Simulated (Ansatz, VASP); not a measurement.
**Two plane-wave programs on V**

```
V
1.0
    -1.48314    1.48314    1.48314
     1.48314   -1.48314    1.48314
     1.48314    1.48314   -1.48314
V
1
Direct
  0.00000 0.00000 0.00000
```

Alike in both runs: functional PBEsol; k mesh 10 × 10 × 10; occupations gaussian, width 0.1 eV; no spin polarisation.

Ansatz relaxed the structure, and its values are those at the end. VASP's run is a single point on that final structure, the one shown.

```csv
,VASP,Ansatz
version,VASP 6.6.1,Ansatz 0.2.0
potentials or method,"VASP PAW PBE potentials, release 64 (V_sv), cutoff 520 eV","scalar-relativistic, plane waves, PAW"
valence electrons in the cell,13,13
```

|  | VASP | Ansatz | Ansatz less VASP |
| --- | --- | --- | --- |
| gap on the k mesh at the Fermi level (eV) | none | none | - |
| pressure (GPa) | -0.1 | -0.3 | -0.22 |

VASP's potentials were made for PBE, not for PBEsol. A gap of «none» marks a metal or a gap that the smearing closes.
